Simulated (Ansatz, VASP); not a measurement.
## Two plane-wave programs on As

```
CELL_PARAMETERS angstrom
5.06265 0.00000 0.00000
-2.53132 4.38438 0.00000
0.00000 0.00000 3.10362
ATOMIC_POSITIONS crystal
As 0.00000 0.00000 0.00000
As 0.33333 0.66667 0.50000
As 0.66667 0.33333 0.50000
```

Alike in both runs: task single point; functional r2SCAN; k mesh 6 × 6 × 6; occupations gaussian, width 0.1 eV; no spin polarisation.

```csv
,VASP,Ansatz
version,VASP 6.6.1,Ansatz 0.2.0
potentials or method,"VASP PAW PBE potentials, release 64 (As), cutoff 520 eV","scalar-relativistic, plane waves, PAW"
valence electrons in the cell,15,45
```

```tsv
	VASP	Ansatz	Ansatz less VASP
gap on the k mesh at the Fermi level (eV)	none	none	-
pressure (GPa)	-10.6	-10.5	+0.11
traceless stress, the component that is largest in VASP (GPa)	-2.54	-2.54	+0.001
```

VASP's potentials were made for PBE, not for r2SCAN. A gap of «none» marks a metal or a gap that the smearing closes. VASP's potentials hold 15 valence electrons a cell and Ansatz's 45, so a difference there can come from the potentials and not from the codes.
